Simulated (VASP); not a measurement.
Set up this calculation in VASP 6.6.1, as the native input.

* Task: relaxation of cell and atoms
* Functional: PBEsol
* Potentials or basis: VASP PAW PBE potentials, release 64 (Tl_d)
* Cutoff: 600 eV
* k mesh: 6 × 6 × 2
* Occupations: gaussian, width 0.1 eV
* Spin: no spin polarisation
* Dipole correction: no
* Further INCAR settings: ALGO = Normal; EDIFF = 1e-06; IBRION = 2; EDIFFG = -0.04; NSW = 90; ISIF = 3

The structure of Tl lies in POSCAR:

```
Tl
1.0
    3.2821500161     -2.1692500796      0.0000000000
    3.2821500161      2.1692500796      0.0000000000
    0.0000000000      0.0000000000      8.8489116907
Tl
4
Direct
    0.8500000000      0.1500000000      0.1170000000
    0.6500000000      0.3500000000      0.6170000000
    0.1500000000      0.8500000000      0.8830000000
    0.3500000000      0.6500000000      0.3830000000
```

The input as run:

INCAR

```
SYSTEM = Tl
PREC     = Accurate       ! precision mode
ENCUT    = 600            ! plane-wave cutoff, eV
EDIFF    = 1E-6           ! SCF threshold, eV
ISMEAR   = 0              ! smearing method
SIGMA    = 0.1            ! smearing width, eV
LREAL    = .False.        ! projectors in reciprocal space
LASPH    = .True.         ! aspherical terms in the spheres
NELM     = 100            ! most SCF steps
ALGO     = Normal         ! electronic algorithm
ISIF     = 3              ! what is computed and relaxed
LWAVE    = .False.        ! write WAVECAR
LCHARG   = .False.        ! write CHGCAR
GGA      = PS             ! functional
IBRION   = 2              ! ionic algorithm
NSW      = 90             ! ionic steps
EDIFFG   = -0.04          ! ionic threshold
```

KPOINTS

```
regular mesh
0
Gamma
  6 6 2
  0 0 0
```

Potentials or basis: VASP PAW PBE potentials, release 64 (Tl_d).

Command:

```bash
$ cat potpaw_PBE.64/Tl_d/POTCAR > POTCAR
$ mpirun -np 1 vasp_std > vasp.out
```

It gave:

```
Relaxed volume                         : 28.29 Å³/atom
Relaxed cell                           : a = 3.521 Å, b = 3.521 Å, c = 9.162 Å, α = 90.00°, β = 90.00°, γ = 85.05°
Space group after relaxing (to 0.05 Å) : Cmce (No. 64)
Energy gained by relaxing              : 648.7 meV/atom
Ionic steps                            : 25
Pressure after relaxing                : 0.0 GPa
Largest force after relaxing           : 0.031 eV/Å
Band gap on the k mesh                 : zero (band 26 reaches 9.65 eV, above the bottom of band 27 at 5.36 eV)
```

Caveat: the PAW data sets were made with another functional, which shifts forces and pressure a little; spin-orbit coupling is left out, which moves the levels of the heavy elements.

Run time: 11 min on 1 thread of Intel(R) Xeon(R) 6975P-C (Granite Rapids) (shared host), peak memory 0.33 GiB.
